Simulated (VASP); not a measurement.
Set up this calculation in VASP 6.6.1, as the native input.

| Quantity | Value |
| --- | --- |
| Task | single point |
| Functional | LDA |
| Potentials or basis | VASP PAW LDA potentials, release 64 (Ir) |
| Cutoff | 520 eV |
| k mesh | 18 × 18 × 10 |
| Occupations | gaussian, width 0.15 eV |
| Spin | no spin polarisation |
| Dipole correction | no |
| Further INCAR settings | ALGO = Fast; EDIFF = 1e-07; NBANDS = 16 |

The structure of Ir lies in POSCAR:

```
Ir
1.0
    2.7864000000      0.0000000000      0.0000000000
   -1.3932000000      2.4130931851      0.0000000000
    0.0000000000      0.0000000000      4.2693000000
Ir
2
Direct
    0.6666666667      0.3333333333      0.7500000000
    0.3333333333      0.6666666667      0.2500000000
```

This isn't the form of Ir at room conditions, which is fcc.

One way to write it, as run:

INCAR

```
PREC = Accurate ; ENCUT = 520
EDIFF = 1E-7 ; ISMEAR = 0
SIGMA = 0.15 ; LREAL = F
LASPH = T ; NELM = 100
ALGO = Fast ; ISIF = 2
LWAVE = F ; LCHARG = F
NBANDS = 16
```

KPOINTS

```
regular mesh
0
Gamma
  18 18 10
```

Potentials or basis: VASP PAW LDA potentials, release 64 (Ir).

Launch:

```sh
$ cat potpaw_LDA.64/Ir/POTCAR > POTCAR
$ mpirun -np 1 vasp_std > vasp.out
```

Results of the run:

| Quantity | Value |
| --- | --- |
| Pressure | -7.8 GPa |
| Band gap on the k mesh | zero (bands 9 and 10 overlap by 3.17 eV) |

Caveat: the stress differs along the axes, from -14 to 5 GPa; spin-orbit coupling is left out, which moves the levels of the heavy elements.

Wall time 63 s on 1 thread of AMD EPYC 9R45 96-Core Processor (Zen 5) (shared host), peak memory 0.17 GiB.
